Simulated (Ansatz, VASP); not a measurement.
# Two plane-wave programs on Nb

```
Nb
1.0
     0.06609    2.11500    2.11500
     2.11500    0.06609    2.11500
     2.18109    2.18109    0.00000
Nb
1
Direct
  0.00000 0.00000 0.00000
```

Change from the starting cell: strain +0.0625 x Voigt [0, 0, 0, 0, 0, 1], atoms carried along.

Alike in both runs: task single point; functional PBEsol; k mesh 20 × 20 × 20; occupations gaussian, width 0.15 eV; no spin polarisation.

|  | VASP | Ansatz |
| --- | --- | --- |
| version | VASP 6.6.1 | Ansatz 0.2.0 |
| potentials or method | VASP PAW PBE potentials, release 64 (Nb_sv), cutoff 520 eV | scalar-relativistic, plane waves, PAW |
| valence electrons in the cell | 13 | 13 |

|  | VASP | Ansatz | Ansatz less VASP |
| --- | --- | --- | --- |
| gap on the k mesh at the Fermi level (eV) | none | none | - |
| pressure (GPa) | -7.3 | -7.1 | +0.27 |
| traceless stress, the component that is largest in VASP (GPa) | 2.20 | 2.26 | +0.063 |

VASP's potentials were made for PBE, not for PBEsol. A gap of «none» marks a metal or a gap that the smearing closes. With one functional, cell and mesh, what is left measures potentials, basis and numerics.
